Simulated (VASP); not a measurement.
The system is PbS.

```
Pb S
1.0
     2.95468   -2.96891    0.28856
     2.95468    2.96891    0.28856
    -0.58360    0.00000    5.92617
Pb S
2 2
Direct
  0.74998 0.74998 0.75000
  0.25002 0.25002 0.25000
  0.25008 0.25008 0.75003
  0.74992 0.74992 0.24997
```

Base run:

- Program: VASP 6.6.1
- Functional: PBE
- Potentials or basis: VASP PAW PBE potentials, release 64 (Pb_d, S)
- Cutoff: 520 eV
- k mesh: 6 × 6 × 4
- Occupations: gaussian, width 0.01 eV
- Spin: no spin polarisation

Its results: band gap on the k mesh 0.38 eV; pressure 1.8 GPa.

**Question.** The run is repeated on the same cell with these changes: functional from PBE to r2SCAN. What comes out?

**Answer.** Band gap on the k mesh 0.64 eV; pressure 1.0 GPa.

Caveats: spin-orbit coupling is left out, which moves the levels of the heavy elements; the PAW data sets were made with another functional, which shifts forces and pressure a little (at least some runs).

A k mesh can miss the band edges.
